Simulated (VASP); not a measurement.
The system is PtS2.

```
Pt S
1.0
     3.54320    0.00000    0.00000
    -1.77160    3.06850    0.00000
     0.00000    0.00000    5.03880
Pt S
1 2
Direct
  0.00000 0.00000 0.00000
  0.33333 0.66667 0.25000
  0.66667 0.33333 0.75000
```

Program: VASP 6.6.1. Alike in all runs: task single point; potentials or basis VASP PAW PBE potentials, release 64 (Pt, S); cell as given.

Problem. Order these runs on this cell by their pressure, lowest first.
A. level PBE; spin off; k mesh 6 × 6 × 4; cutoff (eV) 520; smearing fermi-dirac 0.051704 eV
B. level PBEsol; spin off; k mesh 6 × 6 × 4; cutoff (eV) 500; smearing gaussian 0.1 eV
C. level PBE; spin collinear, ferromagnetic start; k mesh 3 × 3 × 1; cutoff (eV) 520; smearing gaussian 0.1 eV

Solution. B (-3.0 GPa), C (0.4 GPa), A (2.0 GPa).

Caveats: some runs use coarse meshes; the PAW data sets were made with another functional, which shifts forces and pressure a little (some runs).
